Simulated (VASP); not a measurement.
## TiO2: electric field gradients with r2SCAN

The system is TiO2.

```
Ti O
1.0
     6.15358   -1.88347    0.00000
     6.15358    1.88347    0.00000
    -1.92833    0.00000    6.32897
Ti O
4 8
Direct
  0.80471 0.80471 0.71624
  0.09993 0.09993 0.71040
  0.19529 0.19529 0.28376
  0.90007 0.90007 0.28960
  0.05835 0.05835 0.36998
  0.63807 0.63807 0.70660
  0.13281 0.13281 0.00471
  0.94165 0.94165 0.63002
  0.73651 0.73651 0.34750
  0.86719 0.86719 0.99529
  0.26349 0.26349 0.65250
  0.36193 0.36193 0.29340
```

- Program: VASP 6.6.1
- Task: electric field gradients
- Functional: r2SCAN
- Potentials or basis: VASP PAW PBE potentials, release 64 (Ti_sv, O)
- Cutoff: 520 eV
- k mesh: 7 × 7 × 4
- Occupations: fermi-dirac, width 0.02 eV
- Spin: no spin polarisation
- Dipole correction: no
- Further INCAR settings: ALGO = Normal; EDIFF = 1e-08; NBANDS = 60

```yaml
Pressure: -4.6 GPa
Largest_force: 0.118 eV/Å
Band_gap_on_the_k_mesh: 3.12 eV (least direct gap 3.32 eV)
Largest_electric_field_gradient_by_atom: Ti +5.4, -17.9 (each value once); O +16.4, -27.6, +10.8, -18.0 (each value once) V/Å²
```

Forces in eV/Å, atoms in the order of the input:
```
Ti   0.029  0.000  0.115
Ti   0.017  0.000  0.057
Ti  -0.029  0.000 -0.115
Ti  -0.017  0.000 -0.057
O    0.007  0.000  0.066
O    0.111  0.000 -0.011
O    0.103  0.000  0.029
O   -0.007  0.000 -0.066
O    0.073  0.000  0.007
O   -0.103  0.000 -0.029
O   -0.073  0.000 -0.007
O   -0.111  0.000  0.011
```

Stress tensor (GPa, compression positive):
```
-4.53  0.00  0.02
 0.00 -4.22  0.00
 0.02  0.00 -4.99
```

Levels at points of the mesh, in eV from the valence-band top:
| k point | band 45 | band 46 | band 47 | band 48 | band 49 | band 50 | band 51 | band 52 |
| --- | --- | --- | --- | --- | --- | --- | --- | --- |
| (0.00, 0.00, 0.00) | -0.81 | -0.77 | -0.40 | -0.20 | 3.12 | 3.46 | 3.67 | 3.68 |
| (0.00, 0.00, 0.50) | -0.72 | -0.69 | -0.64 | -0.47 | 3.22 | 3.49 | 3.66 | 3.74 |

Electric field gradients, principal values (V/Å²):
| atom | least | middle | greatest (by size) |
| --- | --- | --- | --- |
| 1 Ti | -0.273 | -5.168 | 5.441 |
| 2 Ti | 1.655 | 16.233 | -17.887 |
| 3 Ti | -0.273 | -5.168 | 5.441 |
| 4 Ti | 1.655 | 16.233 | -17.887 |
| 5 O | -7.921 | -8.481 | 16.402 |
| 6 O | 0.316 | 27.317 | -27.634 |
| 7 O | -0.931 | -9.907 | 10.838 |
| 8 O | -7.921 | -8.481 | 16.402 |
| 9 O | 0.094 | 17.864 | -17.958 |
| 10 O | -0.931 | -9.907 | 10.838 |
| 11 O | 0.094 | 17.864 | -17.958 |
| 12 O | 0.316 | 27.317 | -27.634 |

Run time: 14 min on 4 MPI ranks on Intel(R) Xeon(R) Platinum 8259CL CPU @ 2.50GHz (Skylake/Cascade Lake) (shared host), peak memory 0.63 GiB a rank.

Caveat: the cell stands under tension; without QUAD_EFG the Cq values of the log hold for a quadrupole moment of 1 mb, not for the nuclei; the PAW data sets were made with another functional, which shifts forces and pressure a little. A k mesh can miss the band edges.
